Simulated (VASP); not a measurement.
# Te2Mo in VASP: a series of runs

Aim: see how the results for Te2Mo move with the level of theory and the settings. Levels: PBEsol, LDA. Tasks: single point.

Program: VASP 6.6.1. These are calculated values, not measurements. Logs are shortened: lines on timing, memory, paths and dates and some standing lists are left out, and cuts for length are marked.

## 1. The cell of the first run

The cell holds a slab with vacuum, 6 atoms: a = 3.560 Å, b = 3.560 Å, c = 24.811 Å, α = 90.00°, β = 90.00°, γ = 120.00°.

## 2. Single point, PBEsol

File INCAR:

```
SYSTEM = Te2Mo
PREC     = Accurate       ! precision mode
ENCUT    = 520            ! plane-wave cutoff, eV
EDIFF    = 1E-6           ! SCF threshold, eV
ISMEAR   = -1             ! smearing method
SIGMA    = 0.05           ! smearing width, eV
LREAL    = .FALSE.        ! projectors in reciprocal space
LASPH    = .TRUE.         ! aspherical terms in the spheres
NELM     = 80             ! most SCF steps
ALGO     = Normal         ! electronic algorithm
ISIF     = 2              ! what is computed and relaxed
LWAVE    = .FALSE.        ! write WAVECAR
LCHARG   = .TRUE.         ! write CHGCAR
GGA      = PS             ! functional
LELF     = .TRUE.         ! ELF
LVHAR    = .TRUE.       
NBANDS   = 35             ! bands
```

File KPOINTS:

```
Automatic mesh
0
G
  9 9 2
  0 0 0
```

File POSCAR:

```
Te2Mo
1.0
    3.5603917377      0.0000000000      0.0000000000
   -1.7801958688      3.0833896922      0.0000000000
    0.0000000000      0.0000000000     24.8112624000
Te Mo
4 2
Direct
    0.3333333333      0.6666666667      0.2236394800
    0.6666666667      0.3333333333      0.9206288600
    0.6666666667      0.3333333333      0.7763605200
    0.3333333333      0.6666666667      0.0793711400
    0.6666666667      0.3333333333      0.1515414900
    0.3333333333      0.6666666667      0.8484585100
```

Potentials or basis: VASP PAW PBE potentials, release 64 (Te, Mo_sv).

The run is started by

```sh
$ cat potpaw_PBE.64/Te/POTCAR potpaw_PBE.64/Mo_sv/POTCAR > POTCAR
$ mpirun -np 1 vasp_std > vasp.out
```

OUTCAR:

```text
SYSTEM = Te2Mo
   PREC = Accurate
   ENCUT = 520
   EDIFF = 1E-6
   ISMEAR = -1
   LREAL = .FALSE.
   LASPH = .TRUE.
   NELM = 80
   ISIF = 2
   GGA = PS

 ion  position               nearest neighbor table
   1  0.333  0.667  0.224-   5 2.72   5 2.72   5 2.72   4 3.58
   2  0.667  0.333  0.921-   6 2.73   6 2.73   6 2.73   3 3.58
   3  0.667  0.333  0.776-   6 2.72   6 2.72   6 2.72   2 3.58
   4  0.333  0.667  0.079-   5 2.73   5 2.73   5 2.73   1 3.58
   5  0.667  0.333  0.152-   1 2.72   1 2.72   1 2.72   4 2.73   4 2.73   4 2.73
   6  0.333  0.667  0.848-   3 2.72   3 2.72   3 2.72   2 2.73   2 2.73   2 2.73

  LATTYP: Found a hexagonal cell.
 ALAT       =     3.5603917377
 C/A-ratio  =     6.9686889050

  Lattice vectors:

 A1 = (   3.5603917377,   0.0000000000,   0.0000000000)
 A2 = (  -1.7801958688,   3.0833896922,   0.0000000000)
 A3 = (   0.0000000000,   0.0000000000,  24.8112624000)

Analysis of symmetry for initial positions (statically):
=====================================================================
 Subroutine PRICEL returns:
 Original cell was already a primitive cell.

 Routine SETGRP: Setting up the symmetry group for a
 hexagonal supercell.

 Subroutine GETGRP returns: Found 12 space group operations
 (whereof 12 operations were pure point group operations)
 out of a pool of 24 trial point group operations.

The static configuration has the point symmetry D_3d.

Analysis of symmetry for dynamics (positions and initial velocities):
=====================================================================
 Subroutine PRICEL returns:
 Original cell was already a primitive cell.

 Routine SETGRP: Setting up the symmetry group for a
 hexagonal supercell.

 Subroutine GETGRP returns: Found 12 space group operations
 (whereof 12 operations were pure point group operations)
 out of a pool of 24 trial point group operations.

The dynamic configuration has the point symmetry D_3d.

 Subroutine INISYM returns: Found 12 space group operations
 (whereof 12 operations are pure point group operations),
 and found     1 'primitive' translations

----------------------------------------------------------------------------------------

                                     Primitive cell

  volume of cell :     272.3799

  direct lattice vectors                    reciprocal lattice vectors
     3.560391738  0.000000000  0.000000000     0.280867970  0.162159198  0.000000000
    -1.780195869  3.083389692  0.000000000     0.000000000  0.324318396  0.000000000
     0.000000000  0.000000000 24.811262400     0.000000000  0.000000000  0.040304277

  length of vectors
     3.560391738  3.560391738 24.811262400     0.324318396  0.324318396  0.040304277

  position of ions in fractional coordinates (direct lattice)
     0.333333333  0.666666667  0.223639480
     0.666666667  0.333333333  0.920628860
     0.666666667  0.333333333  0.776360520
     0.333333333  0.666666667  0.079371140
     0.666666667  0.333333333  0.151541490
     0.333333333  0.666666667  0.848458510

  ion indices of the primitive-cell ions
   primitive index   ion index
                 1           1
                 2           2
                 3           3
                 4           4
                 5           5
                 6           6

----------------------------------------------------------------------------------------

 KPOINTS: Automatic mesh

Automatic generation of k-mesh.
 Grid dimensions read from file:
 generate k-points for:    9    9    2

 Generating k-lattice:

  Cartesian coordinates                     Fractional coordinates (reciprocal lattice)
     0.031207552  0.018017689  0.000000000     0.111111111  0.000000000  0.000000000
     0.000000000  0.036035377  0.000000000     0.000000000  0.111111111  0.000000000
     0.000000000  0.000000000  0.020152139     0.000000000  0.000000000  0.500000000

  Length of vectors
     0.036035377  0.036035377  0.020152139

  Shift w.r.t. Gamma in fractional coordinates (k-lattice)
     0.000000000  0.000000000  0.000000000

 Subroutine IBZKPT returns following result:
 ===========================================

 Found     24 irreducible k-points:

 Following reciprocal coordinates:
            Coordinates               Weight
  0.000000  0.000000  0.000000      1.000000
  0.111111  0.000000  0.000000      6.000000
  0.222222  0.000000  0.000000      6.000000
  0.333333 -0.000000  0.000000      6.000000
  0.444444  0.000000  0.000000      6.000000
  0.111111  0.111111  0.000000      6.000000
[... 16 lines left out ...]
  0.333333  0.222222  0.500000     12.000000
  0.333333  0.333333  0.500000      2.000000
   k-points           NKPTS =     24   k-points in BZ     NKDIM =     24   number of bands    NBANDS=     35
   number of dos      NEDOS =    301   number of ions     NIONS =      6
   total plane-waves  NPLWV = 150528
   dimension x,y,z NGX =    28 NGY =   28 NGZ =  192
   dimension x,y,z NGXF=    56 NGYF=   56 NGZF=  384
   ions per type =               4   2
   NGX,Y,Z   is equivalent  to a cutoff of  13.07, 13.07, 12.86 a.u.
   NGXF,Y,Z  is equivalent  to a cutoff of  26.15, 26.15, 25.73 a.u.
 SYSTEM =  Te2Mo
   PREC   = accura    normal or accurate (medium, high low for compatibility)
   ISTART =      0    job   : 0-new  1-cont  2-samecut
   ICHARG =      2    charge: 1-file 2-atom 10-const
   ISPIN  =      1    spin polarized calculation?
   LNONCOLLINEAR =      F non collinear calculations
   LSORBIT =      F    spin-orbit coupling
   LASPH  =      T    aspherical Exc in radial PAW
   ENCUT  =  520.0 eV  38.22 Ry    6.18 a.u.   6.62  6.62 46.13*2*pi/ulx,y,z
   NELM   =     80;   NELMIN=  2; NELMDL= -5     # of ELM steps
   EDIFF  = 0.1E-05   stopping-criterion for ELM
   LREAL  =      F    real-space projection
   EDIFFG = 0.1E-04   stopping-criterion for IOM
   NSW    =      0    number of steps for IOM
   IBRION =     -1    ionic relax: 0-MD 1-quasi-New 2-CG
   NFREE  =      0    steps in history (QN), initial steepest desc. (CG)
   ISIF   =      2    stress and relaxation
   ISYM   =      2    0-nonsym 1-usesym 2-fastsym
   POTIM  = 0.5000    time-step for ionic-motion
   TEBEG  =    0.0;   TEEND  =   0.0 temperature during run
   PSTRESS=    0.0 pullay stress
   NELECT =      52.0000    total number of electrons
   NUPDOWN=      -1.0000    fix difference up-down
   EMIN   =  10.00;   EMAX   =-10.00  energy-range for DOS
   EFERMI =   0.00;   METHOD = LEGACY
   ISMEAR =    -1;   SIGMA  =   0.05  broadening in eV -4-tet -1-fermi 0-gaus
   EFERMI_NEDOS =   21; number of points for ismear=-14 and -15
   IALGO  =     38    algorithm
   IMIX   =      4    mixing-type and parameters
     AMIX     =   0.40;   BMIX     =  1.00
     AMIX_MAG =   1.60;   BMIX_MAG =  1.00
  volume/ion in A,a.u.               =      45.40       306.35
  Fermi-wavevector in a.u.,A,eV,Ry     =   0.942651  1.781352 12.090013  0.888591
  Thomas-Fermi vector in A             =   2.070281
   LORBIT       =      0    0 simple, 1 ext, 2 COOP (PROOUT), +10 PAW based schemes
   GGA     = PS    functional components
   LHFCALC =     F    Hartree Fock is set to
   AEXX    =    0.0000 exact exchange contribution
   IVDW    =     0    specifies the selected vdW correction
   LEPSILON=     F    determine dielectric tensor
   LRPA    =     F    only Hartree local field effects (RPA)
 non-spin polarized calculation
  energy-cutoff  :      520.00
  volume of cell :      272.38
 maximum number of plane-waves:      7424
 NGX is ok and might be reduce to    28
   NGX = 13   NGY = 13   NGZ = 93

 number of electron      52.0000000 magnetization

 Free energy of the ion-electron system (eV)
  ---------------------------------------------------
  ext. energy  EPLUGINS =         0.00000000
  ---------------------------------------------------
  free energy    TOTEN  =       -39.22837081 eV

  energy without entropy =      -39.22836666  energy(sigma->0) =      -39.22836874

 E-fermi :   2.5805     XC(G=0):  -6.3786

 val. band max:        2.0761326643   @ k =   0.3333   0.3333   0.0000
 cond. band min:       3.0989332582   @ k =   0.3333   0.3333   0.0000
 fundamental gap:      1.0228005939
 Fermi energy:         2.5804948961

 k-point     1 :       0.0000    0.0000    0.0000
  band No.  band energies     occupation
      1     -58.5202      2.00000
      2     -58.5202      2.00000
      3     -32.6931      2.00000
      4     -32.6931      2.00000
      5     -32.5937      2.00000
      6     -32.5937      2.00000
[... 27 lines left out ...]
     34       5.4464      0.00000
     35       6.4473      0.00000

 k-point     2 :       0.1111    0.0000    0.0000
  band No.  band energies     occupation
      1     -58.5192      2.00000
      2     -58.5192      2.00000
      3     -32.6900      2.00000
      4     -32.6900      2.00000
      5     -32.6073      2.00000
      6     -32.6073      2.00000
[... 27 lines left out ...]
     34       5.2959      0.00000
     35       6.6937      0.00000

 k-point     3 :       0.2222    0.0000    0.0000
  band No.  band energies     occupation
      1     -58.5167      2.00000
      2     -58.5167      2.00000
      3     -32.6824      2.00000
      4     -32.6824      2.00000
      5     -32.6418      2.00000
      6     -32.6418      2.00000
[... 27 lines left out ...]
     34       5.5737      0.00000
     35       7.2150      0.00000
[... 723 lines left out ...]
 k-point    23 :       0.3333    0.2222    0.5000
  band No.  band energies     occupation
      1     -58.5113      2.00000
      2     -58.5113      2.00000
      3     -32.6923      2.00000
      4     -32.6923      2.00000
      5     -32.6655      2.00000
      6     -32.6655      2.00000
[... 27 lines left out ...]
     34       6.0142      0.00000
     35       6.8160      0.00000

 k-point    24 :       0.3333    0.3333    0.5000
  band No.  band energies     occupation
      1     -58.5108      2.00000
      2     -58.5108      2.00000
      3     -32.6820      2.00000
      4     -32.6820      2.00000
      5     -32.6660      2.00000
      6     -32.6660      2.00000
[... 27 lines left out ...]
     34       6.0398      0.00000
     35       6.8314      0.00000

------------------------ aborting loop because EDIFF is reached ----------------------------------------

  FORCE on cell =-STRESS in cart. coord.  units (eV):
  Direction    XX          YY          ZZ          XY          YZ          ZX
  --------------------------------------------------------------------------------------
  -------------------------------------------------------------------------------------
  Total       -3.1355049     -3.1355049     -1.2860051     -0.0000000     -0.0000000     -0.0000000
  in kB      -18.4434859    -18.4434859     -7.5644649     -0.0000000     -0.0000000     -0.0000000
  external PRESSURE =     -14.8171456 kB  Pullay stress =       0.0000000 kB

 VOLUME and BASIS-vectors are now :
 -----------------------------------------------------------------------------
  energy-cutoff  :      520.00
  volume of cell :      272.38
      direct lattice vectors                 reciprocal lattice vectors
     3.560391738  0.000000000  0.000000000     0.280867970  0.162159198  0.000000000
    -1.780195869  3.083389692  0.000000000     0.000000000  0.324318396  0.000000000
     0.000000000  0.000000000 24.811262400     0.000000000  0.000000000  0.040304277

 POSITION                                       TOTAL-FORCE (eV/Angst)
 -----------------------------------------------------------------------------------
     -0.00000      2.05559      5.54878         0.000000     -0.000000     -0.135921
      1.78020      1.02780     22.84196         0.000000     -0.000000     -0.073195
      1.78020      1.02780     19.26248        -0.000000      0.000000      0.135921
     -0.00000      2.05559      1.96930        -0.000000      0.000000      0.073195
      1.78020      1.02780      3.75994        -0.000000     -0.000000     -0.005766
     -0.00000      2.05559     21.05133         0.000000      0.000000      0.005766
 -----------------------------------------------------------------------------------
    total drift:                                0.000000      0.000000      0.000000

  FREE ENERGIE OF THE ION-ELECTRON SYSTEM (eV)
  ---------------------------------------------------
  free  energy   TOTEN  =       -39.2283708074 eV

  energy  without entropy=      -39.2283666641  energy(sigma->0) =      -39.22836874
```

It took 11 min on 1 thread of Intel Xeon 8259CL, shared host; peak memory 0.51 GiB.

Results:

| Quantity | Value |
| --- | --- |
| Free energy | -39.2284 eV |
| Largest force | 0.136 eV/Å |
| Band gap on the k mesh | 1.02 eV |

Forces on the atoms (eV/Å):
```
Te   0.000  0.000 -0.136
Te   0.000  0.000 -0.073
Te   0.000  0.000  0.136
Te   0.000  0.000  0.073
Mo   0.000  0.000 -0.006
Mo   0.000  0.000  0.006
```

Caveat: the PAW data sets were made with another functional, which shifts forces and pressure a little; spin-orbit coupling is left out, which moves the levels of the heavy elements.

## 3. Single point, LDA

File INCAR:

```
PREC = Accurate
ENCUT = 520
EDIFF = 1E-6
ISMEAR = -1
SIGMA = 0.05
LREAL = F
LASPH = T
NELM = 60
ALGO = Normal
ISIF = 2
LWAVE = F
LCHARG = T
GGA = CA
LELF = T
LVHAR = T
NBANDS = 35
```

File KPOINTS:

```
regular mesh
0
Gamma
  9 9 2
```

POSCAR is that of step 2.

Potentials or basis: VASP PAW LDA potentials, release 64 (Te, Mo_sv).

The run is started by

```sh
$ cat potpaw_LDA.64/Te/POTCAR potpaw_LDA.64/Mo_sv/POTCAR > POTCAR
$ mpirun -np 1 vasp_std > vasp.out
```

It took 10 min on 1 thread of Intel Xeon 8259CL, shared host; peak memory 0.42 GiB.

The run converged. Its results:

| Quantity | Value |
| --- | --- |
| Free energy | -40.9346 eV |
| Largest force | 0.360 eV/Å |
| Band gap on the k mesh | 1.02 eV |

Forces on the atoms (eV/Å):
```
Te   0.000  0.000 -0.360
Te   0.000  0.000 -0.256
Te   0.000  0.000  0.360
Te   0.000  0.000  0.256
Mo   0.000  0.000 -0.007
Mo   0.000  0.000  0.007
```

Levels at points of the mesh, in eV from the valence-band top:
```csv
k point,band 23,band 24,band 25,band 26,band 27,band 28,band 29,band 30
"(0.00, 0.00, 0.00)",-0.92,-0.92,-0.51,-0.10,3.02,3.02,3.05,3.05
"(0.00, 0.00, 0.50)",-0.92,-0.92,-0.51,-0.10,3.02,3.02,3.05,3.05
```

Caveat: spin-orbit coupling is left out, which moves the levels of the heavy elements.
